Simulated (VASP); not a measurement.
# HgP (P6_3/mmc) in VASP: single point with PBEsol

Aim: the single point of HgP with PBEsol.

Everything below comes from runs of VASP 6.6.1. Logs are shortened: lines on timing, memory, paths and dates and some standing lists are left out, and cuts for length are marked.

## Step 1: The cell of the first run

It takes space group P6_3/mmc (No. 194, hexagonal). The conventional cell has a = 3.643 Å, b = 3.643 Å, c = 6.839 Å, α = 90.00°, β = 90.00°, γ = 120.00°. Within 3.7 Å of Hg (site symmetry -3m) lie 6 P at 2.71 Å and 8 Hg at 3.42 to 3.64 Å. Within 3.7 Å of P (site symmetry -6m2) lie 6 Hg at 2.71 Å and 6 P at 3.64 Å.

## Step 2: Single point, PBEsol (19.65 Å³/atom)

INCAR reads:

```
SYSTEM = HgP
ALGO = Normal ; EDIFF = 1E-6
ENCUT = 550 ; GGA = PS
GGA_COMPAT = .FALSE. ; ISIF = 2
ISMEAR = 0 ; LASPH = .TRUE.
LCHARG = .TRUE. ; LELF = .TRUE.
LREAL = .FALSE. ; LVHAR = .TRUE.
LWAVE = .FALSE. ; NBANDS = 33
NELM = 120 ; PREC = Accurate
SIGMA = 0.05
```

KPOINTS reads:

```
k-points
0
G
  10 10 6
  0 0 0
```

POSCAR reads:

```
HgP
1.0
    3.6432826466      0.0000000000      0.0000000000
   -1.8216413233      3.1551753251      0.0000000000
    0.0000000000      0.0000000000      6.8388190644
Hg P
2 2
Direct
    0.0000000000      0.0000000000      0.0000000000
    0.0000000000      0.0000000000      0.5000000000
    0.3333333333      0.6666666667      0.2500000000
    0.6666666667      0.3333333333      0.7500000000
```

Potentials or basis: VASP PAW PBE potentials, release 64 (Hg_sv_GW, P).

The run is started by

```
$ cat potpaw_PBE.64/Hg_sv_GW/POTCAR potpaw_PBE.64/P/POTCAR > POTCAR
$ mpirun -np 1 vasp_std > vasp.out
```

OUTCAR:

```text
SYSTEM = HgP
   EDIFF = 1E-6
   ENCUT = 550
   GGA = PS
   ISIF = 2
   ISMEAR = 0
   LASPH = .TRUE.
   LREAL = .FALSE.
   NELM = 120
   PREC = Accurate

 ion  position               nearest neighbor table
   1  0.000  0.000  0.000-   3 2.71   4 2.71   3 2.71   4 2.71   4 2.71   3 2.71
   2  0.000  0.000  0.500-   3 2.71   4 2.71   3 2.71   4 2.71   4 2.71   3 2.71
   3  0.333  0.667  0.250-   1 2.71   2 2.71   1 2.71   2 2.71   1 2.71   2 2.71
   4  0.667  0.333  0.750-   1 2.71   2 2.71   1 2.71   2 2.71   1 2.71   2 2.71

  LATTYP: Found a hexagonal cell.
 ALAT       =     3.6432826466
 C/A-ratio  =     1.8771036254

  Lattice vectors:

 A1 = (   3.6432826466,   0.0000000000,   0.0000000000)
 A2 = (  -1.8216413233,   3.1551753251,   0.0000000000)
 A3 = (   0.0000000000,   0.0000000000,   6.8388190644)

Analysis of symmetry for initial positions (statically):
=====================================================================
 Subroutine PRICEL returns:
 Original cell was already a primitive cell.

 Routine SETGRP: Setting up the symmetry group for a
 hexagonal supercell.

 Subroutine GETGRP returns: Found 24 space group operations
 (whereof 12 operations were pure point group operations)
 out of a pool of 24 trial point group operations.

The static configuration has the point symmetry D_3d.
 The point group associated with its full space group is D_6h.

Analysis of symmetry for dynamics (positions and initial velocities):
=====================================================================
 Subroutine PRICEL returns:
 Original cell was already a primitive cell.

 Routine SETGRP: Setting up the symmetry group for a
 hexagonal supercell.

 Subroutine GETGRP returns: Found 24 space group operations
 (whereof 12 operations were pure point group operations)
 out of a pool of 24 trial point group operations.

The dynamic configuration has the point symmetry D_3d.
 The point group associated with its full space group is D_6h.

 Subroutine INISYM returns: Found 24 space group operations
 (whereof 12 operations are pure point group operations),
 and found     1 'primitive' translations

----------------------------------------------------------------------------------------

                                     Primitive cell

  volume of cell :      78.6136

  direct lattice vectors                    reciprocal lattice vectors
     3.643282647  0.000000000  0.000000000     0.274477744  0.158469799  0.000000000
    -1.821641323  3.155175325  0.000000000     0.000000000  0.316939598  0.000000000
     0.000000000  0.000000000  6.838819064     0.000000000  0.000000000  0.146224076

  length of vectors
     3.643282647  3.643282647  6.838819064     0.316939598  0.316939598  0.146224076

  position of ions in fractional coordinates (direct lattice)
     0.000000000  0.000000000  0.000000000
     0.000000000  0.000000000  0.500000000
     0.333333333  0.666666667  0.250000000
     0.666666667  0.333333333  0.750000000

  ion indices of the primitive-cell ions
   primitive index   ion index
                 1           1
                 2           2
                 3           3
                 4           4

----------------------------------------------------------------------------------------

 KPOINTS: k-points

Automatic generation of k-mesh.
 Grid dimensions read from file:
 generate k-points for:   10   10    6

 Generating k-lattice:

  Cartesian coordinates                     Fractional coordinates (reciprocal lattice)
     0.027447774  0.015846980  0.000000000     0.100000000 -0.000000000  0.000000000
     0.000000000  0.031693960  0.000000000     0.000000000  0.100000000  0.000000000
     0.000000000  0.000000000  0.024370679     0.000000000  0.000000000  0.166666667

  Length of vectors
     0.031693960  0.031693960  0.024370679

  Shift w.r.t. Gamma in fractional coordinates (k-lattice)
     0.000000000  0.000000000  0.000000000

 Subroutine IBZKPT returns following result:
 ===========================================

 Found     56 irreducible k-points:

 Following reciprocal coordinates:
            Coordinates               Weight
  0.000000  0.000000  0.000000      1.000000
  0.100000  0.000000  0.000000      6.000000
  0.200000  0.000000  0.000000      6.000000
  0.300000  0.000000  0.000000      6.000000
  0.400000  0.000000  0.000000      6.000000
  0.500000  0.000000  0.000000      3.000000
[... 16 lines left out ...]
  0.300000  0.100000  0.166667     24.000000
  0.400000  0.100000  0.166667     24.000000
 [... further k-points ...]
   k-points           NKPTS =     56   k-points in BZ     NKDIM =     56   number of bands    NBANDS=     33
   number of dos      NEDOS =    301   number of ions     NIONS =      4
   total plane-waves  NPLWV =  42336
   dimension x,y,z NGX =    28 NGY =   28 NGZ =   54
   dimension x,y,z NGXF=    56 NGYF=   56 NGZF=  108
   ions per type =               2   2
   NGX,Y,Z   is equivalent  to a cutoff of  12.78, 12.78, 13.13 a.u.
   NGXF,Y,Z  is equivalent  to a cutoff of  25.55, 25.55, 26.25 a.u.
 SYSTEM =  HgP
   PREC   = accura    normal or accurate (medium, high low for compatibility)
   ISTART =      0    job   : 0-new  1-cont  2-samecut
   ICHARG =      2    charge: 1-file 2-atom 10-const
   ISPIN  =      1    spin polarized calculation?
   LNONCOLLINEAR =      F non collinear calculations
   LSORBIT =      F    spin-orbit coupling
   LASPH  =      T    aspherical Exc in radial PAW
   ENCUT  =  550.0 eV  40.42 Ry    6.36 a.u.   6.97  6.97 13.08*2*pi/ulx,y,z
   NELM   =    120;   NELMIN=  2; NELMDL= -5     # of ELM steps
   EDIFF  = 0.1E-05   stopping-criterion for ELM
   LREAL  =      F    real-space projection
   EDIFFG = 0.1E-04   stopping-criterion for IOM
   NSW    =      0    number of steps for IOM
   IBRION =     -1    ionic relax: 0-MD 1-quasi-New 2-CG
   NFREE  =      0    steps in history (QN), initial steepest desc. (CG)
   ISIF   =      2    stress and relaxation
   ISYM   =      2    0-nonsym 1-usesym 2-fastsym
   POTIM  = 0.5000    time-step for ionic-motion
   TEBEG  =    0.0;   TEEND  =   0.0 temperature during run
   PSTRESS=    0.0 pullay stress
   NELECT =      50.0000    total number of electrons
   NUPDOWN=      -1.0000    fix difference up-down
   EMIN   =  10.00;   EMAX   =-10.00  energy-range for DOS
   EFERMI =   0.00;   METHOD = LEGACY
   ISMEAR =     0;   SIGMA  =   0.05  broadening in eV -4-tet -1-fermi 0-gaus
   EFERMI_NEDOS =   21; number of points for ismear=-14 and -15
   IALGO  =     38    algorithm
   IMIX   =      4    mixing-type and parameters
     AMIX     =   0.40;   BMIX     =  1.00
     AMIX_MAG =   1.60;   BMIX_MAG =  1.00
  volume/ion in A,a.u.               =      19.65       132.63
  Fermi-wavevector in a.u.,A,eV,Ry     =   1.407880  2.660508 26.968467  1.982126
  Thomas-Fermi vector in A             =   2.530094
   LORBIT       =      0    0 simple, 1 ext, 2 COOP (PROOUT), +10 PAW based schemes
   GGA     = PS    functional components
   LHFCALC =     F    Hartree Fock is set to
   AEXX    =    0.0000 exact exchange contribution
   IVDW    =     0    specifies the selected vdW correction
   LEPSILON=     F    determine dielectric tensor
   LRPA    =     F    only Hartree local field effects (RPA)
 non-spin polarized calculation
 Gauss-broadening in eV      SIGMA  =   0.05
  energy-cutoff  :      550.00
  volume of cell :       78.61
 maximum number of plane-waves:      2316
 NGX is ok and might be reduce to    28
   NGX = 13   NGY = 13   NGZ = 27

 number of electron      49.9999972 magnetization

 Free energy of the ion-electron system (eV)
  ---------------------------------------------------
  ext. energy  EPLUGINS =         0.00000000
  ---------------------------------------------------
  free energy    TOTEN  =       -10.72026430 eV

  energy without entropy =      -10.71787980  energy(sigma->0) =      -10.71907205

 E-fermi :   6.5778     XC(G=0): -11.3407

 val. band max:        6.5498660598   @ k =   0.2000   0.1000   0.1667
 cond. band min:       6.5842748820   @ k =   0.2000   0.1000   0.5000
 fundamental gap:      0.0344088222
 Fermi energy:         6.5777841468

 k-point     1 :       0.0000    0.0000    0.0000
  band No.  band energies     occupation
      1    -108.5368      2.00000
      2    -108.5367      2.00000
      3     -56.8353      2.00000
      4     -56.8271      2.00000
      5     -56.8148      2.00000
      6     -56.8148      2.00000
[... 25 lines left out ...]
     32      14.7446      0.00000
     33      15.5672      0.00000

 k-point     2 :       0.1000    0.0000    0.0000
  band No.  band energies     occupation
      1    -108.5368      2.00000
      2    -108.5367      2.00000
      3     -56.8352      2.00000
      4     -56.8270      2.00000
      5     -56.8152      2.00000
      6     -56.8149      2.00000
[... 25 lines left out ...]
     32      14.8878      0.00000
     33      14.9317      0.00000

 k-point     3 :       0.2000    0.0000    0.0000
  band No.  band energies     occupation
      1    -108.5368      2.00000
      2    -108.5367      2.00000
      3     -56.8350      2.00000
      4     -56.8269      2.00000
      5     -56.8163      2.00000
      6     -56.8157      2.00000
[... 25 lines left out ...]
     32      13.9362      0.00000
     33      14.3331      0.00000

 k-point     4 :       0.3000    0.0000    0.0000
  band No.  band energies     occupation
      1    -108.5368      2.00000
      2    -108.5366      2.00000
      3     -56.8350      2.00000
      4     -56.8268      2.00000
      5     -56.8178      2.00000
      6     -56.8172      2.00000
[... 25 lines left out ...]
     32      13.2752      0.00000
     33      14.6610      0.00000

 k-point     5 :       0.4000    0.0000    0.0000
  band No.  band energies     occupation
      1    -108.5367      2.00000
      2    -108.5366      2.00000
      3     -56.8349      2.00000
      4     -56.8267      2.00000
      5     -56.8189      2.00000
      6     -56.8184      2.00000
[... 604 lines left out ...]
 k-point    22 :       0.2000    0.1000    0.1667
  band No.  band energies     occupation
      1    -108.5368      2.00000
      2    -108.5367      2.00000
      3     -56.8345      2.00000
      4     -56.8274      2.00000
      5     -56.8171      2.00000
      6     -56.8167      2.00000
[... 25 lines left out ...]
     32      13.9234      0.00000
     33      14.2965      0.00000

 k-point    23 :       0.3000    0.1000    0.1667
  band No.  band energies     occupation
      1    -108.5367      2.00000
      2    -108.5366      2.00000
      3     -56.8344      2.00000
      4     -56.8272      2.00000
      5     -56.8184      2.00000
      6     -56.8178      2.00000
[... 25 lines left out ...]
     32      13.4894      0.00000
     33      14.9581      0.00000

 k-point    24 :       0.4000    0.1000    0.1667
  band No.  band energies     occupation
      1    -108.5367      2.00000
      2    -108.5366      2.00000
      3     -56.8343      2.00000
      4     -56.8272      2.00000
      5     -56.8191      2.00000
      6     -56.8186      2.00000
[... 25 lines left out ...]
     32      13.5676      0.00000
     33      15.2026      0.00000

 [... further k-points ...]

------------------------ aborting loop because EDIFF is reached ----------------------------------------

  FORCE on cell =-STRESS in cart. coord.  units (eV):
  Direction    XX          YY          ZZ          XY          YZ          ZX
  --------------------------------------------------------------------------------------
  -------------------------------------------------------------------------------------
  Total        0.7682674      0.7682674      0.8281631     -0.0000000      0.0000000      0.0000000
  in kB       15.6576120     15.6576120     16.8783107     -0.0000000      0.0000000      0.0000000
  external PRESSURE =      16.0645116 kB  Pullay stress =       0.0000000 kB

 VOLUME and BASIS-vectors are now :
 -----------------------------------------------------------------------------
  energy-cutoff  :      550.00
  volume of cell :       78.61
      direct lattice vectors                 reciprocal lattice vectors
     3.643282647  0.000000000  0.000000000     0.274477744  0.158469799  0.000000000
    -1.821641323  3.155175325  0.000000000     0.000000000  0.316939598  0.000000000
     0.000000000  0.000000000  6.838819064     0.000000000  0.000000000  0.146224076

 POSITION                                       TOTAL-FORCE (eV/Angst)
 -----------------------------------------------------------------------------------
      0.00000      0.00000      0.00000         0.000000      0.000000     -0.000000
      0.00000      0.00000      3.41941         0.000000      0.000000     -0.000000
     -0.00000      2.10345      1.70970         0.000000      0.000000     -0.000000
      1.82164      1.05173      5.12911        -0.000000     -0.000000      0.000000
 -----------------------------------------------------------------------------------
    total drift:                               -0.000000      0.000000      0.000000

  FREE ENERGIE OF THE ION-ELECTRON SYSTEM (eV)
  ---------------------------------------------------
  free  energy   TOTEN  =       -10.7202643002 eV

  energy  without entropy=      -10.7178798031  energy(sigma->0) =      -10.71907205
```

Wall time 2.8 min (1 thread of Intel Xeon Platinum 8259CL at 2.50GHz (Skylake/Cascade Lake), shared host); peak memory 0.3 GiB.

Results:

```
Free energy            : -10.7203 eV
Pressure               : 1.6 GPa
Band gap on the k mesh : zero (bands 25 and 26 overlap by 2.95 eV)
```

Caveat: the PAW data sets were made with another functional, which shifts forces and pressure a little; spin-orbit coupling is left out, which moves the levels of the heavy elements.

The gap in the log of VASP goes by the Fermi energy; the results here count the filled bands.